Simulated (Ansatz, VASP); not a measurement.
Two plane-wave programs on C

Contents of INCAR:

```
PREC = Accurate
ENCUT = 600
EDIFF = 1E-6
ISMEAR = 0
SIGMA = 0.02
LREAL = False
LASPH = True
NELM = 60
ALGO = Normal
ISIF = 3
LWAVE = False
LCHARG = False
GGA = PE
IBRION = 2
NSW = 100
EDIFFG = -0.01
```

KPOINTS

```
regular mesh
0
Gamma
  8 8 8
```

POSCAR

```
C
1.0
   -2.4708819221      2.4708819221      2.0959560462
    2.4708819221     -2.4708819221      2.0959560462
    2.4708819221      2.4708819221     -2.0959560462
C
8
Direct
    0.5357393827      0.0357393827      0.2005409329
    0.8351984497      0.3351984497      0.7994590671
    0.0357393827      0.8351984497      0.5000000000
    0.3351984497      0.5357393827      0.5000000000
    0.6648015503      0.4642606173      0.5000000000
    0.9642606173      0.1648015503      0.5000000000
    0.1648015503      0.6648015503      0.2005409329
    0.4642606173      0.9642606173      0.7994590671
```

Input for Ansatz:

```yaml
crystal:
  lattice:
    - [-2.4708819221, 2.4708819221, 2.0959560462]
    - [2.4708819221, -2.4708819221, 2.0959560462]
    - [2.4708819221, 2.4708819221, -2.0959560462]
  atoms:
    - { symbol: C, position: [0.5357393827, 0.0357393827, 0.2005409329] }
    - { symbol: C, position: [0.8351984497, 0.3351984497, 0.7994590671] }
    - { symbol: C, position: [0.0357393827, 0.8351984497, 0.5] }
    - { symbol: C, position: [0.3351984497, 0.5357393827, 0.5] }
    - { symbol: C, position: [0.6648015503, 0.4642606173, 0.5] }
    - { symbol: C, position: [0.9642606173, 0.1648015503, 0.5] }
    - { symbol: C, position: [0.1648015503, 0.6648015503, 0.2005409329] }
    - { symbol: C, position: [0.4642606173, 0.9642606173, 0.7994590671] }
basis:
  ecutwfc: 420
kpoints:
  mp_grid: { grid: [8, 8, 8] }
hamiltonian:
  xc: pbe
scf:
  occupations: { method: gaussian, width: 0.02 }
output:
  forces: true
  stress: true
  eigenvalues: true
  write_density: true
  write_potential: true
  elf: true
  volumetric_format: npy
relax:
  adjacent_minimum: "off"
  f_tol: 0.01
  max_steps: 80
  cell: { stress_tol: 0.05 }
```

Alike in both runs: task relaxation of cell and atoms; functional PBE; k mesh 8 × 8 × 8; occupations gaussian, width 0.02 eV; no spin polarisation.

|  | VASP | Ansatz |
| --- | --- | --- |
| version | VASP 6.6.1 | Ansatz 0.2.0 |
| potentials or method | VASP PAW PBE potentials, release 64 (C), cutoff 600 eV | scalar-relativistic, plane waves, PAW |
| valence electrons in the cell | 32 | 32 |

```tsv
	VASP	Ansatz	Ansatz less VASP
gap on the k mesh at the Fermi level, each at its own relaxed structure (eV)	3.07	3.07	+0.010
relaxed volume (Å³/atom)	6.40	6.40	0.000
relaxed cell length with the largest relative difference (Å)	4.075	4.075	-0.0001
```

Noted on VASP's run: the relaxation stopped at its first step, so nothing moved.
